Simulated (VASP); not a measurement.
# Ca (Fd-3m) in VASP: further runs

Aim: see how the results for Ca move with the level of theory and the settings. Levels: pbe exchange, lda correlation. Tasks: relaxation of cell and atoms.

Everything below comes from runs of VASP 6.6.1. Logs are shortened: lines on timing, memory, paths and dates and some standing lists are left out, and cuts for length are marked.

## Step 1: The cell of the first run

The structure is cubic, space group Fd-3m (No. 227). Conventional cell: a = 7.680 Å, b = 7.680 Å, c = 7.680 Å, α = 90.00°, β = 90.00°, γ = 90.00°. Within 4.4 Å of Ca (site symmetry -43m) lie 4 Ca at 3.33 Å.

This isn't the form of Ca at room conditions, which is fcc.

## Step 2: Relaxation of cell and atoms, pbe exchange, lda correlation, target pressure 5 GPa, at which the enthalpy is minimised

File INCAR:

```
SYSTEM = Ca
  PREC = Accurate
  ENCUT = 500
  EDIFF = 1E-7
  ISMEAR = -1
  SIGMA = 0.1
  LREAL = .FALSE.
  LASPH = .TRUE.
  NELM = 120
  ALGO = Normal
  ISIF = 3
  LWAVE = .FALSE.
  LCHARG = .FALSE.
  GGA = LIBXC
  LIBXC1 = GGA_X_PBE
  LIBXC2 = LDA_C_PW
  IBRION = 2
  NSW = 80
  EDIFFG = -0.02
  PSTRESS = 50.0
  GGA_COMPAT = .FALSE.
  NELMIN = 4
```

File KPOINTS:

```
regular mesh
0
G
  4 4 4
  0 0 0
```

File POSCAR:

```
Ca
1.0
    0.0000000000      3.8400000000      3.8400000000
    3.8400000000      0.0000000000      3.8400000000
    3.8400000000      3.8400000000      0.0000000000
Ca
2
Direct
    1.0000000000      1.0000000000      1.0000000000
    0.2500000000      0.2500000000      0.2500000000
```

Potentials or basis: VASP PAW PBE potentials, release 64 (Ca_sv).

The run is started by

```
$ cat potpaw_PBE.64/Ca_sv/POTCAR > POTCAR
$ mpirun -np 1 vasp_std > vasp.out
```

OUTCAR:

```text
SYSTEM = Ca
   PREC = Accurate
   ENCUT = 500
   EDIFF = 1E-7
   ISMEAR = -1
   LREAL = .FALSE.
   LASPH = .TRUE.
   NELM = 120
   ISIF = 3
   GGA = LIBXC
   IBRION = 2
   NSW = 80
   EDIFFG = -0.02
   PSTRESS = 50.0
   NELMIN = 4

 ion  position               nearest neighbor table
   1  0.000  0.000  0.000-
   2  0.250  0.250  0.250-

  LATTYP: Found a face centered cubic cell.
 ALAT       =     7.6800000000

  Lattice vectors:

 A1 = (   0.0000000000,   3.8400000000,   3.8400000000)
 A2 = (   3.8400000000,   0.0000000000,   3.8400000000)
 A3 = (   3.8400000000,   3.8400000000,   0.0000000000)

Analysis of symmetry for initial positions (statically):
=====================================================================
 Subroutine PRICEL returns:
 Original cell was already a primitive cell.

 Routine SETGRP: Setting up the symmetry group for a
 face centered cubic supercell.

 Subroutine GETGRP returns: Found 48 space group operations
 (whereof 24 operations were pure point group operations)
 out of a pool of 48 trial point group operations.

The static configuration has the point symmetry T_d .
 The point group associated with its full space group is O_h .

Analysis of symmetry for dynamics (positions and initial velocities):
=====================================================================
 Subroutine PRICEL returns:
 Original cell was already a primitive cell.

 Routine SETGRP: Setting up the symmetry group for a
 face centered cubic supercell.

 Subroutine GETGRP returns: Found 48 space group operations
 (whereof 24 operations were pure point group operations)
 out of a pool of 48 trial point group operations.

The dynamic configuration has the point symmetry T_d .
 The point group associated with its full space group is O_h .

 Subroutine INISYM returns: Found 48 space group operations
 (whereof 24 operations are pure point group operations),
 and found     1 'primitive' translations

----------------------------------------------------------------------------------------

                                     Primitive cell

  volume of cell :     113.2462

  direct lattice vectors                    reciprocal lattice vectors
     0.000000000  3.840000000  3.840000000    -0.130208333  0.130208333  0.130208333
[... 57 lines left out ...]
   NGX,Y,Z   is equivalent  to a cutoff of  12.25, 12.25, 12.25 a.u.
   NGXF,Y,Z  is equivalent  to a cutoff of  24.49, 24.49, 24.49 a.u.
 SYSTEM =  Ca
   PREC   = accura    normal or accurate (medium, high low for compatibility)
   ISTART =      0    job   : 0-new  1-cont  2-samecut
   ICHARG =      2    charge: 1-file 2-atom 10-const
   ISPIN  =      1    spin polarized calculation?
   LNONCOLLINEAR =      F non collinear calculations
   LSORBIT =      F    spin-orbit coupling
   LASPH  =      T    aspherical Exc in radial PAW
   ENCUT  =  500.0 eV  36.75 Ry    6.06 a.u.   9.90  9.90  9.90*2*pi/ulx,y,z
   NELM   =    120;   NELMIN=  4; NELMDL= -5     # of ELM steps
   EDIFF  = 0.1E-06   stopping-criterion for ELM
   LREAL  =      F    real-space projection
   EDIFFG = -.2E-01   stopping-criterion for IOM
   NSW    =     80    number of steps for IOM
   IBRION =      2    ionic relax: 0-MD 1-quasi-New 2-CG
   NFREE  =      1    steps in history (QN), initial steepest desc. (CG)
   ISIF   =      3    stress and relaxation
   ISYM   =      2    0-nonsym 1-usesym 2-fastsym
   POTIM  = 0.5000    time-step for ionic-motion
   TEBEG  =    0.0;   TEEND  =   0.0 temperature during run
   PSTRESS=   50.0 pullay stress
   NELECT =      20.0000    total number of electrons
   NUPDOWN=      -1.0000    fix difference up-down
   EMIN   =  10.00;   EMAX   =-10.00  energy-range for DOS
   EFERMI =   0.00;   METHOD = LEGACY
   ISMEAR =    -1;   SIGMA  =   0.10  broadening in eV -4-tet -1-fermi 0-gaus
   EFERMI_NEDOS =   21; number of points for ismear=-14 and -15
   IALGO  =     38    algorithm
   IMIX   =      4    mixing-type and parameters
     AMIX     =   0.40;   BMIX     =  1.00
     AMIX_MAG =   1.60;   BMIX_MAG =  1.00
  volume/ion in A,a.u.               =      56.62       382.11
  Fermi-wavevector in a.u.,A,eV,Ry     =   0.918495  1.735704 11.478332  0.843634
  Thomas-Fermi vector in A             =   2.043583
   LORBIT       =      0    0 simple, 1 ext, 2 COOP (PROOUT), +10 PAW based schemes
   GGA     = LIBXC    functional components
   LHFCALC =     F    Hartree Fock is set to
   AEXX    =    0.0000 exact exchange contribution
   IVDW    =     0    specifies the selected vdW correction
   LEPSILON=     F    determine dielectric tensor
   LRPA    =     F    only Hartree local field effects (RPA)
 conjugate gradient relaxation of ions
 non-spin polarized calculation
  energy-cutoff  :      500.00
  volume of cell :      113.25
 maximum number of plane-waves:      2891
   NGX = 19   NGY = 19   NGZ = 19

--------------------------------------- Ionic step        1  -------------------------------------------

 number of electron      20.0000004 magnetization

 Free energy of the ion-electron system (eV)
  ---------------------------------------------------
  ext. energy  EPLUGINS =         0.00000000
  ---------------------------------------------------
  free energy    TOTEN  =        -0.52387524 eV

  energy without entropy =       -0.39349263  energy(sigma->0) =       -0.45868393

------------------------ aborting loop because EDIFF is reached ----------------------------------------

  FORCE on cell =-STRESS in cart. coord.  units (eV):
  Direction    XX          YY          ZZ          XY          YZ          ZX
  --------------------------------------------------------------------------------------
  -------------------------------------------------------------------------------------
  Total        1.9958293      1.9958293      1.9958293      0.0000000     -0.0000000      0.0000000
  in kB       28.2364644     28.2364644     28.2364644      0.0000000     -0.0000000      0.0000000
  external PRESSURE =     -21.7635356 kB  Pullay stress =      50.0000000 kB
[... 139 lines left out ...]
--------------------------------------- Ionic step        5  -------------------------------------------

 number of electron      19.9999999 magnetization

 Free energy of the ion-electron system (eV)
  ---------------------------------------------------
  ext. energy  EPLUGINS =         0.00000000
  ---------------------------------------------------
  free energy    TOTEN  =         0.09543385 eV

  energy without entropy =        0.23649819  energy(sigma->0) =        0.16596602

 E-fermi :   1.6908     XC(G=0):  -7.3935

 val. band max:        1.6330126776   @ k =   0.2500   0.2500   0.0000
 cond. band min:       1.7569673168   @ k =  -0.2500   0.2500   0.0000
 fundamental gap:      0.1239546392
 Fermi energy:         1.6908245115

 k-point     1 :       0.0000    0.0000    0.0000
  band No.  band energies     occupation
      1     -40.9017      2.00000
      2     -40.7231      2.00000
      3     -22.0562      2.00000
      4     -22.0562      2.00000
      5     -22.0562      2.00000
      6     -21.7061      2.00000
      7     -21.7061      2.00000
      8     -21.7061      2.00000
      9      -1.9007      2.00000
     10       2.3426      0.00295
     11       2.3426      0.00295
     12       2.5895      0.00025
     13       2.5895      0.00025
     14       2.5895      0.00025
[... 150 lines left out ...]
  energy  without entropy=        0.2364981852  energy(sigma->0) =        0.16596602

  enthalpy is  TOTEN    =         2.8264482783 eV   P V=        2.7310144323

 reached required accuracy - stopping structural energy minimisation
```

OSZICAR:

```text
N       E                     dE             d eps       ncg     rms          rms(c)
DAV:   1     0.170874195605E+03    0.17087E+03   -0.91548E+03   224   0.118E+03
DAV:   2     0.829250484705E+01   -0.16258E+03   -0.16168E+03   254   0.348E+02
DAV:   3    -0.130082181057E+00   -0.84226E+01   -0.82551E+01   448   0.584E+01
[... 59 lines left out ...]
DAV:   7     0.954328142700E-01   -0.43413E-04   -0.12959E-04   284   0.112E-01    0.133E-02
DAV:   8     0.954339641596E-01    0.11499E-05   -0.58390E-06   362   0.187E-02    0.163E-02
DAV:   9     0.954336851212E-01   -0.27904E-06   -0.25386E-06   278   0.182E-02    0.387E-03
DAV:  10     0.954338419310E-01    0.15681E-06   -0.17979E-07   202   0.479E-03    0.100E-03
DAV:  11     0.954338459492E-01    0.40181E-08   -0.47144E-08   178   0.255E-03
   5 F= 0.28264483E+01 E0= 0.28969804E+01  d E =-.183811E+00
```

Run time: 1.7 min. Hardware: 1 thread of AMD EPYC 7R43 (Zen 3), shared host; peak memory 0.2 GiB.

What came out:

```yaml
Free_energy: 0.0954 eV
Relaxed_volume: 43.76 Å³/atom
Relaxed_cell: a = 4.983 Å, b = 4.983 Å, c = 4.983 Å, α = 60.00°, β = 60.00°, γ = 60.00°
Space_group_after_relaxing_to_0.1_Å: Fd-3m (No. 227)
Energy_change_on_relaxing_the_run_minimises_the_enthalpy: +309.7 meV/atom
Ionic_steps: 5
Pressure_after_relaxing: 5.0 GPa
Band_gap_on_the_k_mesh: zero (bands 10 and 11 overlap by 0.76 eV)
```

The path:
```csv
step,energy change (eV),largest force (eV/Å),pressure (GPa),volume (Å³)
1,0.0000,0.0000,2.82,113.25
2,0.2461,0.0000,3.74,101.10
3,0.4751,0.0000,4.62,92.32
4,0.5714,0.0000,4.88,89.07
5,0.6193,0.0000,4.96,87.51
```

Final structure:
```xyz
2
Lattice="0.0000 3.5238 3.5238 3.5238 0.0000 3.5238 3.5238 3.5238 0.0000" Properties=species:S:1:pos:R:3 pbc="T T T"
Ca    0.0000    0.0000    0.0000
Ca    1.7619    1.7619    1.7619
```

Caveat: the cell is relaxed towards a set pressure, so the run minimises the enthalpy, not the energy; the volume moved by over 15 % at a fixed basis, so the end points are rough; the PAW data sets were made with another functional, which shifts forces and pressure a little.

## Step 3: Relaxation of cell and atoms, pbe exchange, lda correlation, target pressure 10 GPa, at which the enthalpy is minimised

File INCAR:

```
PREC     = Accurate       # precision mode
ENCUT    = 500            # plane-wave cutoff, eV
EDIFF    = 1E-7           # SCF threshold, eV
ISMEAR   = -1             # smearing method
SIGMA    = 0.1            # smearing width, eV
LREAL    = F              # projectors in reciprocal space
LASPH    = T              # aspherical terms in the spheres
NELM     = 120            # most SCF steps
ALGO     = Normal         # electronic algorithm
ISIF     = 3              # what is computed and relaxed
LWAVE    = F              # write WAVECAR
LCHARG   = F              # write CHGCAR
GGA      = LIBXC          # functional
LIBXC1   = GGA_X_PBE    
LIBXC2   = LDA_C_PW     
IBRION   = 2              # ionic algorithm
NSW      = 80             # ionic steps
EDIFFG   = -0.02          # ionic threshold
PSTRESS  = 100.0        
GGA_COMPAT= F            
NELMIN   = 4
```

File KPOINTS:

```
Automatic mesh
0
Gamma
  4 4 4
```

POSCAR is that of step 2.

Potentials or basis: VASP PAW PBE potentials, release 64 (Ca_sv).

The run is started by

```
$ cat potpaw_PBE.64/Ca_sv/POTCAR > POTCAR
$ mpirun -np 1 vasp_std > vasp.out
```

Wall time 2.1 min (1 thread of AMD EPYC 7R43 (Zen 3), shared host); peak memory 0.21 GiB.

It converged, with:

```yaml
Free_energy: 1.3844 eV
Relaxed_volume: 27.78 Å³/atom
Relaxed_cell: a = 4.283 Å, b = 4.283 Å, c = 4.283 Å, α = 60.00°, β = 60.00°, γ = 60.00°
Space_group_after_relaxing_to_0.1_Å: Fd-3m (No. 227)
Energy_change_on_relaxing_the_run_minimises_the_enthalpy: +954.1 meV/atom
Ionic_steps: 6
Pressure_after_relaxing: 10.0 GPa
Band_gap_on_the_k_mesh: zero (bands 10 and 11 overlap by 0.38 eV)
```

The path:
```csv
step,energy change (eV),largest force (eV/Å),pressure (GPa),volume (Å³)
1,0.0000,0.0000,2.82,113.25
2,0.9677,0.0000,5.32,76.56
3,2.4519,0.0000,15.64,48.61
4,1.6735,0.0000,8.35,59.70
5,1.8446,0.0000,9.52,56.61
6,1.9083,0.0000,10.04,55.57
```

Final structure:
```yaml
crystal:
  lattice:
    - [0.00000, 3.02875, 3.02875]
    - [3.02875, 0.00000, 3.02875]
    - [3.02875, 3.02875, 0.00000]
  atoms:
    - { symbol: Ca, position: [0.00000, 0.00000, 0.00000] }
    - { symbol: Ca, position: [0.25000, 0.25000, 0.25000] }
```

Levels at points of the mesh, in eV from the Fermi level:
```tsv
k point	band 6	band 7	band 8	band 9	band 10	band 11	band 12	band 13	band 14
(0.00, 0.00, 0.00)	-22.68	-22.68	-22.68	-3.94	0.37	0.37	1.28	1.28	1.28
(0.50, 0.00, 0.00)	-22.64	-22.53	-22.53	-1.07	-0.92	0.25	0.25	1.31	1.31
(0.50, 0.50, 0.00)	-23.21	-22.37	-22.37	-1.30	-1.30	1.44	1.44	1.53	1.53
```

Caveat: the cell is relaxed towards a set pressure, so the run minimises the enthalpy, not the energy; the volume moved by over 15 % at a fixed basis, so the end points are rough; the PAW data sets were made with another functional, which shifts forces and pressure a little.

## Step 4: Relaxation of cell and atoms, pbe exchange, lda correlation, target pressure 20 GPa, at which the enthalpy is minimised

File INCAR:

```
SYSTEM = Ca
PREC = Accurate
ENCUT = 500
EDIFF = 1E-7
ISMEAR = -1
SIGMA = 0.1
LREAL = .FALSE.
LASPH = .TRUE.
NELM = 120
ALGO = Normal
ISIF = 3
LWAVE = .FALSE.
LCHARG = .FALSE.
GGA = LIBXC
LIBXC1 = GGA_X_PBE
LIBXC2 = LDA_C_PW
IBRION = 2
NSW = 80
EDIFFG = -0.02
PSTRESS = 200.0
GGA_COMPAT = .FALSE.
NELMIN = 4
```

File KPOINTS:

```
Automatic mesh
0
G
  4 4 4
  0 0 0
```

POSCAR is that of step 3.

The run is started by

```
$ cat potpaw_PBE.64/Ca_sv/POTCAR > POTCAR
$ mpirun -np 1 vasp_std > vasp.out
```

Wall time 1.8 min (1 thread of AMD EPYC 7R43 (Zen 3), shared host); peak memory 0.21 GiB.

The run converged. Its results:

```yaml
Free_energy: 2.2959 eV
Relaxed_volume: 22.64 Å³/atom
Relaxed_cell: a = 4.001 Å, b = 4.001 Å, c = 4.001 Å, α = 60.00°, β = 60.00°, γ = 60.00°
Space_group_after_relaxing_to_0.1_Å: Fd-3m (No. 227)
Energy_change_on_relaxing_the_run_minimises_the_enthalpy: +1409.9 meV/atom
Ionic_steps: 6
Pressure_after_relaxing: 20.0 GPa
Band_gap_on_the_k_mesh: zero (bands 10 and 11 overlap by 0.48 eV)
```

Step by step:
| step | energy change (eV) | largest force (eV/Å) | pressure (GPa) | volume (Å³) |
| --- | --- | --- | --- | --- |
| 1 | 0.0000 | 0.0000 | 2.82 | 113.25 |
| 2 | 3.6179 | 0.0000 | 29.76 | 40.05 |
| 3 | 2.7615 | 0.0000 | 19.30 | 45.76 |
| 4 | 2.8816 | 0.0000 | 20.73 | 44.80 |
| 5 | 2.7988 | 0.0000 | 19.75 | 45.45 |
| 6 | 2.8197 | 0.0000 | 20.00 | 45.28 |

Final structure:
```
Ca
1.0
     0.00000    2.82900    2.82900
     2.82900    0.00000    2.82900
     2.82900    2.82900    0.00000
Ca
2
Direct
  0.00000 0.00000 0.00000
  0.25000 0.25000 0.25000
```

Levels at points of the mesh, in eV from the Fermi level:
```
           k point  band 6  band 7  band 8  band 9  band 10  band 11  band 12  band 13  band 14
(0.00, 0.00, 0.00)  -22.05  -22.05  -22.05   -3.76     0.41     0.41     1.74     1.74     1.74
(0.50, 0.00, 0.00)  -21.91  -21.78  -21.78   -0.98    -0.22     0.33     0.33     1.60     1.60
(0.50, 0.50, 0.00)  -22.83  -21.51  -21.51   -1.46    -1.46     1.71     1.71     2.86     2.86
```

Caveat: the cell is relaxed towards a set pressure, so the run minimises the enthalpy, not the energy; the volume moved by over 15 % at a fixed basis, so the end points are rough; the PAW data sets were made with another functional, which shifts forces and pressure a little.

## Step 5: Summary

```csv
cell,gap on the mesh (eV),pressure (GPa)
relaxed to 5 GPa,none,5.0
relaxed to 10 GPa,none,10.0
relaxed to 20 GPa,none,20.0
```

Alike in all rows: task relaxation of cell and atoms; level pbe exchange, lda correlation; potentials or basis VASP PAW PBE potentials, release 64 (Ca_sv); no spin polarisation; k mesh 4 × 4 × 4; cutoff (eV) 500; smearing fermi-dirac 0.1 eV.

Caveats: the cell is relaxed towards a set pressure, so the run minimises the enthalpy, not the energy; the volume moved by over 15 % at a fixed basis, so the end points are rough; the PAW data sets were made with another functional, which shifts forces and pressure a little.

Absolute energies hang on the potentials; compare differences alone.
